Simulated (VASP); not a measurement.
# CdF2 (Fm-3m) in VASP: single point with r2SCAN+rVV10

Aim: the single point of CdF2 with r2SCAN+rVV10.

Program: VASP 6.6.1. These are calculated values, not measurements. Logs are shortened: lines on timing, memory, paths and dates and some standing lists are left out, and cuts for length are marked.

## (1) The cell of the first run

It takes space group Fm-3m (No. 225, cubic). The conventional cell has a = 5.366 Å, b = 5.366 Å, c = 5.366 Å, α = 90.00°, β = 90.00°, γ = 90.00°. Within 3.1 Å of Cd (site symmetry m-3m) lie 8 F at 2.32 Å. Within 3.1 Å of F (site symmetry -43m) lie 4 Cd at 2.32 Å and 6 F at 2.68 Å.

## (2) Single point, r2SCAN+rVV10

File POSCAR:

```
CdF2
1.0
    0.0000000000      2.6829270760      2.6829270760
    2.6829270760      0.0000000000      2.6829270760
    2.6829270760      2.6829270760      0.0000000000
Cd F
1 2
Direct
    0.0000000000      0.0000000000      0.0000000000
    0.2500000000      0.2500000000      0.2500000000
    0.7500000000      0.7500000000      0.7500000000
```

File INCAR.step1:

```
PREC = Accurate
ENCUT = 520
ISMEAR = -1
SIGMA = 0.03
LREAL = F
LASPH = T
NELM = 100
NBANDS = 20
GGA = PE
ALGO = Normal
EDIFF = 1E-4
LWAVE = T
LCHARG = F
```

File INCAR.step2:

```
PREC = Accurate
ENCUT = 520
EDIFF = 1E-6
ISMEAR = -1
SIGMA = 0.03
LREAL = F
LASPH = T
NELM = 100
ALGO = Normal
ISIF = 2
LWAVE = F
LCHARG = T
METAGGA = R2SCAN
LMIXTAU = T
LUSE_VDW = T
IVDW_NL = 2
BPARAM = 11.95
CPARAM = 0.0093
LELF = T
LVHAR = T
NBANDS = 20
ISTART = 1
```

File KPOINTS:

```
regular mesh
0
Gamma
  10 10 10
```

Potentials or basis: VASP PAW PBE potentials, release 64 (Cd, F).

Started as:

```bash
cat potpaw_PBE.64/Cd/POTCAR potpaw_PBE.64/F/POTCAR > POTCAR
cp INCAR.step1 INCAR
mpirun -np 1 vasp_std > vasp.out
cp INCAR.step2 INCAR
mpirun -np 1 vasp_std > vasp.out
```

OUTCAR:

```text
PREC = Accurate
   ENCUT = 520
   EDIFF = 1E-6
   ISMEAR = -1
   LREAL = F
   LASPH = T
   NELM = 100
   ISIF = 2
   METAGGA = R2SCAN
   IVDW_NL = 2
   BPARAM = 11.95
   ISTART = 1

 ion  position               nearest neighbor table
   1  0.000  0.000  0.000-   3 2.32   3 2.32   3 2.32   2 2.32   3 2.32   2 2.32   2 2.32   2 2.32

   2  0.250  0.250  0.250-   1 2.32   1 2.32   1 2.32   1 2.32
   3  0.750  0.750  0.750-   1 2.32   1 2.32   1 2.32   1 2.32

  LATTYP: Found a face centered cubic cell.
 ALAT       =     5.3658541520

  Lattice vectors:

 A1 = (   0.0000000000,   2.6829270760,   2.6829270760)
 A2 = (   2.6829270760,   0.0000000000,   2.6829270760)
 A3 = (   2.6829270760,   2.6829270760,   0.0000000000)

Analysis of symmetry for initial positions (statically):
=====================================================================
 Subroutine PRICEL returns:
 Original cell was already a primitive cell.

 Routine SETGRP: Setting up the symmetry group for a
 face centered cubic supercell.

 Subroutine GETGRP returns: Found 48 space group operations
 (whereof 48 operations were pure point group operations)
 out of a pool of 48 trial point group operations.

The static configuration has the point symmetry O_h .

Analysis of symmetry for dynamics (positions and initial velocities):
=====================================================================
 Subroutine PRICEL returns:
 Original cell was already a primitive cell.

 Routine SETGRP: Setting up the symmetry group for a
 face centered cubic supercell.

 Subroutine GETGRP returns: Found 48 space group operations
 (whereof 48 operations were pure point group operations)
 out of a pool of 48 trial point group operations.

The dynamic configuration has the point symmetry O_h .

 Subroutine INISYM returns: Found 48 space group operations
 (whereof 48 operations are pure point group operations),
 and found     1 'primitive' translations

----------------------------------------------------------------------------------------

                                     Primitive cell

  volume of cell :      38.6239

  direct lattice vectors                    reciprocal lattice vectors
     0.000000000  2.682927076  2.682927076    -0.186363619  0.186363619  0.186363619
     2.682927076  0.000000000  2.682927076     0.186363619 -0.186363619  0.186363619
     2.682927076  2.682927076  0.000000000     0.186363619  0.186363619 -0.186363619

  length of vectors
     3.794231858  3.794231858  3.794231858     0.322791257  0.322791257  0.322791257

  position of ions in fractional coordinates (direct lattice)
     0.000000000  0.000000000  0.000000000
     0.250000000  0.250000000  0.250000000
     0.750000000  0.750000000  0.750000000

  ion indices of the primitive-cell ions
   primitive index   ion index
                 1           1
                 2           2
                 3           3

----------------------------------------------------------------------------------------

 KPOINTS: regular mesh

Automatic generation of k-mesh.
 Grid dimensions read from file:
 generate k-points for:   10   10   10

 Generating k-lattice:

  Cartesian coordinates                     Fractional coordinates (reciprocal lattice)
    -0.018636362  0.018636362  0.018636362     0.100000000  0.000000000  0.000000000
     0.018636362 -0.018636362  0.018636362     0.000000000  0.100000000  0.000000000
     0.018636362  0.018636362 -0.018636362     0.000000000  0.000000000  0.100000000

  Length of vectors
     0.032279126  0.032279126  0.032279126

  Shift w.r.t. Gamma in fractional coordinates (k-lattice)
     0.000000000  0.000000000  0.000000000

 Subroutine IBZKPT returns following result:
 ===========================================

 Found     47 irreducible k-points:

 Following reciprocal coordinates:
            Coordinates               Weight
  0.000000  0.000000  0.000000      1.000000
  0.100000  0.000000  0.000000      8.000000
  0.200000  0.000000  0.000000      8.000000
  0.300000  0.000000  0.000000      8.000000
  0.400000  0.000000  0.000000      8.000000
  0.500000  0.000000  0.000000      4.000000
[... 16 lines left out ...]
  0.300000  0.300000  0.000000      6.000000
  0.400000  0.300000  0.000000     24.000000
 [... further k-points ...]
   k-points           NKPTS =     47   k-points in BZ     NKDIM =     47   number of bands    NBANDS=     20
   number of dos      NEDOS =    301   number of ions     NIONS =      3
   total plane-waves  NPLWV =  21952
   dimension x,y,z NGX =    28 NGY =   28 NGZ =   28
   dimension x,y,z NGXF=    56 NGYF=   56 NGZF=   56
   ions per type =               1   2
   NGX,Y,Z   is equivalent  to a cutoff of  12.27, 12.27, 12.27 a.u.
   NGXF,Y,Z  is equivalent  to a cutoff of  24.54, 24.54, 24.54 a.u.
 SYSTEM =  unknown system
   PREC   = accura    normal or accurate (medium, high low for compatibility)
   ISTART =      1    job   : 0-new  1-cont  2-samecut
   ICHARG =      0    charge: 1-file 2-atom 10-const
   ISPIN  =      1    spin polarized calculation?
   LNONCOLLINEAR =      F non collinear calculations
   LSORBIT =      F    spin-orbit coupling
   LASPH  =      T    aspherical Exc in radial PAW
   ENCUT  =  520.0 eV  38.22 Ry    6.18 a.u.   7.05  7.05  7.05*2*pi/ulx,y,z
   NELM   =    100;   NELMIN=  2; NELMDL=  0     # of ELM steps
   EDIFF  = 0.1E-05   stopping-criterion for ELM
   LREAL  =      F    real-space projection
   EDIFFG = 0.1E-04   stopping-criterion for IOM
   NSW    =      0    number of steps for IOM
   IBRION =     -1    ionic relax: 0-MD 1-quasi-New 2-CG
   NFREE  =      0    steps in history (QN), initial steepest desc. (CG)
   ISIF   =      2    stress and relaxation
   ISYM   =      2    0-nonsym 1-usesym 2-fastsym
   POTIM  = 0.5000    time-step for ionic-motion
   TEBEG  =    0.0;   TEEND  =   0.0 temperature during run
   PSTRESS=    0.0 pullay stress
   NELECT =      26.0000    total number of electrons
   NUPDOWN=      -1.0000    fix difference up-down
   EMIN   =  10.00;   EMAX   =-10.00  energy-range for DOS
   EFERMI =   0.00;   METHOD = LEGACY
   ISMEAR =    -1;   SIGMA  =   0.03  broadening in eV -4-tet -1-fermi 0-gaus
   EFERMI_NEDOS =   21; number of points for ismear=-14 and -15
   IALGO  =     38    algorithm
   IMIX   =      4    mixing-type and parameters
     AMIX     =   0.40;   BMIX     =  1.00
     AMIX_MAG =   1.60;   BMIX_MAG =  1.00
  volume/ion in A,a.u.               =      12.87        86.88
  Fermi-wavevector in a.u.,A,eV,Ry     =   1.434764  2.711310 28.008235  2.058547
  Thomas-Fermi vector in A             =   2.554136
   LORBIT       =      0    0 simple, 1 ext, 2 COOP (PROOUT), +10 PAW based schemes
   METAGGA = R2SCAN    functional components
   LHFCALC =     F    Hartree Fock is set to
   AEXX    =    0.0000 exact exchange contribution
   IVDW_NL    =     2    kernel type
   BPARAM     =11.9500
   IVDW    =     0    specifies the selected vdW correction
   LEPSILON=     F    determine dielectric tensor
   LRPA    =     F    only Hartree local field effects (RPA)
 non-spin polarized calculation
  energy-cutoff  :      520.00
  volume of cell :       38.62
 maximum number of plane-waves:      1056
   NGX = 15   NGY = 15   NGZ = 15

 number of electron      25.9999998 magnetization

 Free energy of the ion-electron system (eV)
  ---------------------------------------------------
  ext. energy  EPLUGINS =         0.00000000
  ---------------------------------------------------
  free energy    TOTEN  =       -32.84620501 eV

  energy without entropy =      -32.84620501  energy(sigma->0) =      -32.84620501

 E-fermi :  -1.0857     XC(G=0): -11.2029

 val. band max:       -1.7933348683   @ k =  -0.3000   0.5000   0.2000
 cond. band min:       1.9372336383   @ k =   0.0000   0.0000   0.0000
 fundamental gap:      3.7305685066
 Fermi energy:        -1.0857258223

 k-point     1 :       0.0000    0.0000    0.0000
  band No.  band energies     occupation
      1     -23.7998      2.00000
      2     -22.6968      2.00000
      3      -7.4495      2.00000
      4      -7.4495      2.00000
      5      -7.4495      2.00000
      6      -6.1430      2.00000
[... 12 lines left out ...]
     19      19.1083      0.00000
     20      19.1083      0.00000

 k-point     2 :       0.1000    0.0000    0.0000
  band No.  band energies     occupation
      1     -23.7683      2.00000
      2     -22.7246      2.00000
      3      -7.4088      2.00000
      4      -7.4088      2.00000
      5      -7.3370      2.00000
      6      -6.1569      2.00000
[... 12 lines left out ...]
     19      18.8221      0.00000
     20      18.8221      0.00000

 k-point     3 :       0.2000    0.0000    0.0000
  band No.  band energies     occupation
      1     -23.6795      2.00000
      2     -22.8054      2.00000
      3      -7.3042      2.00000
      4      -7.3042      2.00000
      5      -7.0212      2.00000
      6      -6.1800      2.00000
[... 12 lines left out ...]
     19      18.2487      0.00000
     20      18.2487      0.00000

 k-point     4 :       0.3000    0.0000    0.0000
  band No.  band energies     occupation
      1     -23.5477      2.00000
      2     -22.9247      2.00000
      3      -7.1859      2.00000
      4      -7.1859      2.00000
      5      -6.5669      2.00000
      6      -6.1696      2.00000
[... 12 lines left out ...]
     19      17.7057      0.00000
     20      18.4005      0.00000

 k-point     5 :       0.4000    0.0000    0.0000
  band No.  band energies     occupation
      1     -23.3939      2.00000
      2     -23.0664      2.00000
      3      -7.1089      2.00000
      4      -7.1089      2.00000
      5      -6.1109      2.00000
      6      -6.1109      2.00000
[... 12 lines left out ...]
     19      17.3136      0.00000
     20      17.9477      0.00000
[... 353 lines left out ...]
      6      -6.1922      2.00000
[... 12 lines left out ...]
     19      17.1195      0.00000
     20      21.0234      0.00000

 k-point    22 :      -0.2000    0.2000    0.0000
  band No.  band energies     occupation
      1     -23.5143      2.00000
      2     -22.9500      2.00000
      3      -7.1413      2.00000
      4      -7.0697      2.00000
      5      -6.4909      2.00000
      6      -6.3188      2.00000
[... 12 lines left out ...]
     19      17.0937      0.00000
     20      20.7142      0.00000

 k-point    23 :       0.3000    0.3000    0.0000
  band No.  band energies     occupation
      1     -23.5042      2.00000
      2     -22.9460      2.00000
      3      -6.9401      2.00000
      4      -6.9400      2.00000
      5      -6.7324      2.00000
      6      -6.4231      2.00000
[... 12 lines left out ...]
     19      20.0129      0.00000
     20      20.1278      0.00000

 k-point    24 :       0.4000    0.3000    0.0000
  band No.  band energies     occupation
      1     -23.4237      2.00000
      2     -23.0118      2.00000
      3      -6.9349      2.00000
      4      -6.7914      2.00000
      5      -6.7069      2.00000
      6      -6.1714      2.00000
[... 12 lines left out ...]
     19      19.8433      0.00000
     20      20.0496      0.00000

 [... further k-points ...]
[... 5 lines left out ...]
  --------------------------------------------------------------------------------------
  -------------------------------------------------------------------------------------
  Total        0.2741691      0.2741691      0.2741691     -0.0000000     -0.0000000     -0.0000000
  in kB       11.3729313     11.3729313     11.3729313     -0.0000000     -0.0000000     -0.0000000
  external PRESSURE =      11.3729313 kB  Pullay stress =       0.0000000 kB

 VOLUME and BASIS-vectors are now :
 -----------------------------------------------------------------------------
  energy-cutoff  :      520.00
  volume of cell :       38.62
      direct lattice vectors                 reciprocal lattice vectors
     0.000000000  2.682927076  2.682927076    -0.186363619  0.186363619  0.186363619
     2.682927076  0.000000000  2.682927076     0.186363619 -0.186363619  0.186363619
     2.682927076  2.682927076  0.000000000     0.186363619  0.186363619 -0.186363619

 POSITION                                       TOTAL-FORCE (eV/Angst)
 -----------------------------------------------------------------------------------
      0.00000      0.00000      0.00000         0.000000      0.000000      0.000000
      1.34146      1.34146      1.34146         0.000000      0.000000     -0.000000
      4.02439      4.02439      4.02439        -0.000000     -0.000000      0.000000
 -----------------------------------------------------------------------------------
    total drift:                                0.000000      0.000000      0.000000

  FREE ENERGIE OF THE ION-ELECTRON SYSTEM (eV)
  ---------------------------------------------------
  free  energy   TOTEN  =       -32.8462050126 eV

  energy  without entropy=      -32.8462050126  energy(sigma->0) =      -32.84620501
```

Run time: 2.8 min. Hardware: 1 thread of Intel Xeon 8259CL, shared host; peak memory 0.28 GiB.

Results:

- Free energy: -32.8462 eV
- Pressure: 1.1 GPa
- Band gap on the k mesh: 3.73 eV (least direct gap 4.21 eV)

Levels at points of the mesh, in eV from the valence-band top:
```tsv
k point	band 9	band 10	band 11	band 12	band 13	band 14	band 15	band 16	band 17	band 18
(0.00, 0.00, 0.00)	-1.02	-1.02	-0.48	-0.48	-0.48	3.73	13.61	13.61	13.61	17.83
(0.50, 0.00, 0.00)	-2.35	-1.90	-1.90	-0.38	-0.38	8.07	9.61	15.68	15.68	18.95
(0.50, 0.50, 0.00)	-3.05	-3.05	-0.53	-0.09	-0.09	8.97	10.56	12.02	15.37	15.37
```

Caveat: the PAW data sets were made with another functional, which shifts forces and pressure a little.
